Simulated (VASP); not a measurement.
# NaF (Pm-3m) in VASP: single point with PBE

Aim: the single point of NaF with PBE.

Program: VASP 6.6.1. These are calculated values, not measurements. Logs are shortened: lines on timing, memory, paths and dates and some standing lists are left out, and cuts for length are marked.

### Step 1. The cell of the first run

The structure is cubic, space group Pm-3m (No. 221). The conventional cell has a = 2.931 Å, b = 2.931 Å, c = 2.931 Å, α = 90.00°, β = 90.00°, γ = 90.00°. Na (site symmetry m-3m) has 8 F at 2.54 Å and 6 Na at 2.93 Å within 3.4 Å. F (site symmetry m-3m) has 8 Na at 2.54 Å and 6 F at 2.93 Å within 3.4 Å.

### Step 2. Single point, PBE (Li replaced by Na, lengths x 1.123, strained)

The input, INCAR:

```
ALGO = Normal ; EDIFF = 1E-6
ENCUT = 520 ; GGA = PE
ISIF = 2 ; ISMEAR = 0
LASPH = T ; LCHARG = F
LREAL = F ; LWAVE = F
NBANDS = 14 ; NELM = 60
PREC = Accurate ; SIGMA = 0.1
```

The input, KPOINTS:

```
k-points
0
Gamma
  6 6 6
```

The input, POSCAR:

```
NaF
1.0
    2.9313277198      0.0000000000      0.0000000000
    0.0000000000      2.9313277198      0.0000000000
    0.0000000000      0.0000000000      2.9313277198
Na F
1 1
Direct
    0.0000000000      0.0000000000      0.0000000000
    0.5000000000      0.5000000000      0.5000000000
```

Potentials or basis: VASP PAW PBE potentials, release 64 (Na_pv, F).

On the command line:

```console
> cat potpaw_PBE.64/Na_pv/POTCAR potpaw_PBE.64/F/POTCAR > POTCAR
> mpirun -np 1 vasp_std > vasp.out
```

OUTCAR:

```text
EDIFF = 1E-6
   ENCUT = 520
   GGA = PE
   ISIF = 2
   ISMEAR = 0
   LASPH = T
   LREAL = F
   NELM = 60
   PREC = Accurate

 ion  position               nearest neighbor table
   1  0.000  0.000  0.000-
   2  0.500  0.500  0.500-

  LATTYP: Found a simple cubic cell.
 ALAT       =     2.9313277198

  Lattice vectors:

 A1 = (   2.9313277198,   0.0000000000,   0.0000000000)
 A2 = (   0.0000000000,   2.9313277198,   0.0000000000)
 A3 = (   0.0000000000,   0.0000000000,   2.9313277198)

Analysis of symmetry for initial positions (statically):
=====================================================================
 Subroutine PRICEL returns:
 Original cell was already a primitive cell.

 Routine SETGRP: Setting up the symmetry group for a
 simple cubic supercell.

 Subroutine GETGRP returns: Found 48 space group operations
 (whereof 48 operations were pure point group operations)
 out of a pool of 48 trial point group operations.

The static configuration has the point symmetry O_h .

Analysis of symmetry for dynamics (positions and initial velocities):
=====================================================================
 Subroutine PRICEL returns:
 Original cell was already a primitive cell.

 Routine SETGRP: Setting up the symmetry group for a
 simple cubic supercell.

 Subroutine GETGRP returns: Found 48 space group operations
 (whereof 48 operations were pure point group operations)
 out of a pool of 48 trial point group operations.

The dynamic configuration has the point symmetry O_h .

 Subroutine INISYM returns: Found 48 space group operations
 (whereof 48 operations are pure point group operations),
 and found     1 'primitive' translations

----------------------------------------------------------------------------------------

                                     Primitive cell

  volume of cell :      25.1880

  direct lattice vectors                    reciprocal lattice vectors
     2.931327720  0.000000000  0.000000000     0.341142341  0.000000000  0.000000000
     0.000000000  2.931327720  0.000000000     0.000000000  0.341142341  0.000000000
     0.000000000  0.000000000  2.931327720     0.000000000  0.000000000  0.341142341

  length of vectors
     2.931327720  2.931327720  2.931327720     0.341142341  0.341142341  0.341142341

  position of ions in fractional coordinates (direct lattice)
     0.000000000  0.000000000  0.000000000
     0.500000000  0.500000000  0.500000000

  ion indices of the primitive-cell ions
[... 80 lines left out ...]
   PSTRESS=    0.0 pullay stress
   NELECT =      14.0000    total number of electrons
   NUPDOWN=      -1.0000    fix difference up-down
   EMIN   =  10.00;   EMAX   =-10.00  energy-range for DOS
   EFERMI =   0.00;   METHOD = LEGACY
   ISMEAR =     0;   SIGMA  =   0.10  broadening in eV -4-tet -1-fermi 0-gaus
   EFERMI_NEDOS =   21; number of points for ismear=-14 and -15
   IALGO  =     38    algorithm
   IMIX   =      4    mixing-type and parameters
     AMIX     =   0.40;   BMIX     =  1.00
     AMIX_MAG =   1.60;   BMIX_MAG =  1.00
  volume/ion in A,a.u.               =      12.59        84.99
  Fermi-wavevector in a.u.,A,eV,Ry     =   1.346025  2.543618 24.650809  1.811783
  Thomas-Fermi vector in A             =   2.473890
   LORBIT       =      0    0 simple, 1 ext, 2 COOP (PROOUT), +10 PAW based schemes
   GGA     = PE    functional components
   LHFCALC =     F    Hartree Fock is set to
   AEXX    =    0.0000 exact exchange contribution
   IVDW    =     0    specifies the selected vdW correction
   LEPSILON=     F    determine dielectric tensor
   LRPA    =     F    only Hartree local field effects (RPA)
 non-spin polarized calculation
 Gauss-broadening in eV      SIGMA  =   0.10
  energy-cutoff  :      520.00
  volume of cell :       25.19
 maximum number of plane-waves:       695
 NGX is ok and might be reduce to    24
   NGX = 11   NGY = 11   NGZ = 11

 number of electron      14.0000000 magnetization

 Free energy of the ion-electron system (eV)
  ---------------------------------------------------
  ext. energy  EPLUGINS =         0.00000000
  ---------------------------------------------------
  free energy    TOTEN  =        -8.23844764 eV

  energy without entropy =       -8.23844764  energy(sigma->0) =       -8.23844764

 E-fermi :  -0.7963     XC(G=0):  -9.2175

 val. band max:       -1.3710802197   @ k =   0.5000   0.5000   0.0000
 cond. band min:       3.8867648187   @ k =   0.0000   0.0000   0.0000
 fundamental gap:      5.2578450385
 Fermi energy:        -0.7963483871

 k-point     1 :       0.0000    0.0000    0.0000
  band No.  band energies     occupation
      1     -21.7302      2.00000
      2     -21.7302      2.00000
      3     -21.7302      2.00000
      4     -20.9043      2.00000
      5      -1.6549      2.00000
      6      -1.6549      2.00000
      7      -1.6549      2.00000
      8       3.8868      0.00000
      9      13.7188      0.00000
     10      13.7188      0.00000
     11      20.4347      0.00000
     12      20.4347      0.00000
     13      20.4347      0.00000
     14      27.8257      0.00000
[... 309 lines left out ...]
      1     -21.8562      2.00000
      2     -21.8562      2.00000
      3     -21.8562      2.00000
      4     -20.3613      2.00000
      5      -2.7069      2.00000
      6      -2.7069      2.00000
      7      -2.7069      2.00000
      8      12.0054      0.00000
      9      12.0054      0.00000
     10      12.0054      0.00000
     11      16.5414      0.00000
     12      16.5414      0.00000
     13      16.5414      0.00000
     14      19.2579      0.00000

------------------------ aborting loop because EDIFF is reached ----------------------------------------

  FORCE on cell =-STRESS in cart. coord.  units (eV):
  Direction    XX          YY          ZZ          XY          YZ          ZX
  --------------------------------------------------------------------------------------
  -------------------------------------------------------------------------------------
  Total       -0.4814007     -0.4814007     -0.4814007      0.0000000     -0.0000000      0.0000000
  in kB      -30.6213391    -30.6213391    -30.6213391      0.0000000     -0.0000000      0.0000000
  external PRESSURE =     -30.6213391 kB  Pullay stress =       0.0000000 kB

 VOLUME and BASIS-vectors are now :
 -----------------------------------------------------------------------------
  energy-cutoff  :      520.00
  volume of cell :       25.19
      direct lattice vectors                 reciprocal lattice vectors
     2.931327720  0.000000000  0.000000000     0.341142341  0.000000000  0.000000000
     0.000000000  2.931327720  0.000000000     0.000000000  0.341142341  0.000000000
     0.000000000  0.000000000  2.931327720     0.000000000  0.000000000  0.341142341

 POSITION                                       TOTAL-FORCE (eV/Angst)
 -----------------------------------------------------------------------------------
      0.00000      0.00000      0.00000         0.000000      0.000000      0.000000
      1.46566      1.46566      1.46566         0.000000      0.000000      0.000000
 -----------------------------------------------------------------------------------
    total drift:                                0.000000      0.000000     -0.000000

  FREE ENERGIE OF THE ION-ELECTRON SYSTEM (eV)
  ---------------------------------------------------
  free  energy   TOTEN  =        -8.2384476430 eV

  energy  without entropy=       -8.2384476430  energy(sigma->0) =       -8.23844764
```

stdout:

```text
POSCAR found type information on POSCAR NaF
 POSCAR found :  2 types and       2 ions
 scaLAPACK will be used
 LDA part: xc-table for (Slater+PW92), standard interpolation
 POSCAR, INCAR and KPOINTS ok, starting setup
 FFT: planning ... GRIDC
 FFT: planning ... GRID_SOFT
 FFT: planning ... GRID
 WAVECAR not read
 entering main loop
```

Run time: 8.2 s. Hardware: 1 thread of Intel Xeon 8259CL, shared host; peak memory 0.13 GiB.

What came out:

```
Free energy            : -8.2384 eV
Pressure               : -3.1 GPa
Band gap on the k mesh : 5.26 eV (least direct gap 5.54 eV)
```

Caveat: the cell differs from its parent crystal (Li replaced by Na, lengths x 1.123, strained); the cell stands under tension.
